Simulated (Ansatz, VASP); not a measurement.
One calculation of Ru, two programs

Contents of INCAR:

```
SYSTEM = Ru
ALGO = Fast
EDIFF = 1E-7
ENCUT = 520
GGA = PE
ISIF = 2
ISMEAR = 0
LASPH = .True.
LCHARG = .False.
LREAL = .False.
LWAVE = .False.
NBANDS = 13
NELM = 60
PREC = Accurate
SIGMA = 0.15
```

The input KPOINTS:

```
k-points
0
Gamma
  22 22 22
  0 0 0
```

POSCAR

```
Ru
1.0
    0.0000000000      1.8254302517      2.1302771037
    1.8254302517      0.0000000000      2.1302771037
    1.8254302517      1.8254302517      0.0000000000
Ru
1
Direct
    0.0000000000      0.0000000000      0.0000000000
```

Input for Ansatz:

```yaml
crystal:
  lattice:
    - [0.0, 1.8254302517, 2.1302771037]
    - [1.8254302517, 0.0, 2.1302771037]
    - [1.8254302517, 1.8254302517, 0.0]
  atoms:
    - { symbol: Ru, position: [0.0, 0.0, 0.0] }
basis:
  ecutwfc: 420
kpoints:
  mp_grid: { grid: [22, 22, 22] }
hamiltonian:
  xc: pbe
scf:
  occupations: { method: gaussian, width: 0.15 }
output:
  forces: true
  stress: true
  eigenvalues: true
```

Alike in both runs: task single point; functional PBE; k mesh 22 × 22 × 22; occupations gaussian, width 0.15 eV; no spin polarisation.

```csv
,VASP,Ansatz
version,VASP 6.6.1,Ansatz 0.2.0
potentials or method,"VASP PAW PBE potentials, release 64 (Ru_pv), cutoff 520 eV","scalar-relativistic, plane waves, PAW"
valence electrons in the cell,14,16
```

|  | VASP | Ansatz | Ansatz less VASP |
| --- | --- | --- | --- |
| gap on the k mesh at the Fermi level (eV) | none | none | - |
| pressure (GPa) | -3.7 | -3.6 | +0.09 |
| traceless stress, the component that is largest in VASP (GPa) | -26.69 | -26.72 | -0.034 |

A gap of «none» marks a metal or a gap that the smearing closes. With one functional, cell and mesh, what is left measures potentials, basis and numerics. VASP's potentials hold 14 valence electrons a cell and Ansatz's 16, so a difference there can come from the potentials and not from the codes.
